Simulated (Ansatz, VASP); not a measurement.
One calculation of SiGe, two programs

```
CELL_PARAMETERS angstrom
3.90304 0.00000 0.00000
-1.95152 3.38013 0.00000
0.00000 0.00000 6.44328
ATOMIC_POSITIONS crystal
Ge 0.33333 0.66667 0.99584
Ge 0.33333 0.66667 0.37816
Si 0.66667 0.33333 0.50367
Si 0.66667 0.33333 0.87033
```

Alike in both runs: task single point; functional r2SCAN; k mesh 12 × 12 × 6; occupations gaussian, width 0.02 eV; no spin polarisation.

|  | VASP | Ansatz |
| --- | --- | --- |
| version | VASP 6.6.1 | Ansatz 0.2.0 |
| potentials or method | VASP PAW PBE potentials, release 64 (Ge_d, Si), cutoff 550 eV | scalar-relativistic, plane waves, PAW |
| valence electrons in the cell | 36 | 36 |

Ansatz gave:

| Quantity | Value |
| --- | --- |
| gap on the k mesh at the Fermi level (eV) | 0.58 |
| least direct gap on the mesh (eV) | 0.83 |
| pressure (GPa) | 0.3 |
| rms of the force components (eV/Å) | 0.009 |

Q: What did VASP give for the same quantities?

A: gap on the k mesh at the Fermi level (eV): 0.58; least direct gap on the mesh (eV): 0.82; pressure (GPa): 0.3; rms of the force components (eV/Å): 0.003.

VASP's potentials were made for PBE, not for r2SCAN.
